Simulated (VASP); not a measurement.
**Cu: single point with PBE**

Cu:

```
CELL_PARAMETERS angstrom
2.11201 0.00000 0.00000
-1.05600 1.82905 0.00000
0.00000 0.00000 2.02087
ATOMIC_POSITIONS crystal
Cu 0.00000 0.00000 0.00000
```

This cell differs from its parent crystal: volume scaled by 0.6.

```
Program                : VASP 6.6.1
Task                   : single point
Functional             : PBE
Potentials or basis    : VASP PAW PBE potentials, release 64 (Cu)
Cutoff                 : 520 eV
k mesh                 : 17 × 17 × 16
Occupations            : fermi-dirac, width 0.05 eV
Spin                   : no spin polarisation
Dipole correction      : no
Further INCAR settings : ALGO = Normal; EDIFF = 1e-06; NBANDS = 12
```

```
Pressure : 213.8 GPa
```

Stress tensor (GPa, compression positive):
```
214.11   0.00   0.00
  0.00 214.11   0.00
  0.00   0.00 213.14
```

Levels at points of the mesh, in eV from the Fermi level:
| k point | band 3 | band 4 | band 5 | band 6 | band 7 | band 8 | band 9 | band 10 |
| --- | --- | --- | --- | --- | --- | --- | --- | --- |
| (0.00, 0.00, 0.00) | -4.84 | -4.84 | -1.92 | -1.92 | 23.01 | 26.06 | 29.55 | 32.83 |
| (0.00, 0.00, 0.50) | -4.39 | -4.22 | -3.50 | -3.50 | 4.23 | 32.18 | 35.91 | 35.91 |

Run time: 18 s on 1 thread of Intel(R) Xeon(R) Platinum 8375C CPU @ 2.90GHz (Ice Lake), on a shared host, peak memory 0.14 GiB.
